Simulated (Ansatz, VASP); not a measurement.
# Ge in VASP and in Ansatz

```
CELL_PARAMETERS angstrom
3.99762 0.00000 0.00000
-1.99881 3.46204 0.00000
0.00000 0.00000 6.65875
ATOMIC_POSITIONS crystal
Ge 0.33333 0.66667 0.00088
Ge 0.66667 0.33333 0.50088
Ge 0.33333 0.66667 0.37412
Ge 0.66667 0.33333 0.87412
```

Change from the starting cell: uniaxial_z strain +1.0%.

Alike in both runs: task single point; functional r2SCAN; k mesh 12 × 12 × 4; occupations fermi-dirac, width 0.02 eV; no spin polarisation.

```csv
,VASP,Ansatz
version,VASP 6.6.1,Ansatz 0.2.0
potentials or method,"VASP PAW PBE potentials, release 64 (Ge_d)","plane waves, PAW"
plane-wave cutoff (eV),520,500
valence electrons in the cell,56,56
```

Ansatz gave:

| Quantity | Value |
| --- | --- |
| pressure (GPa) | -0.7 |
| traceless stress, the component that is largest in VASP (GPa) | -0.86 |
| rms of the force components (eV/Å) | 0.004 |

**Question.** Estimate VASP's values.

**Answer.** Pressure (GPa): -0.6; traceless stress, the component that is largest in VASP (GPa): -0.88; rms of the force components (eV/Å): 0.005.

VASP's potentials were made for PBE, not for r2SCAN. Atom by atom the forces differ by 0.001 eV/Å (rms over components). The functional is the same, so the differences come from potentials, cutoffs and numerics.
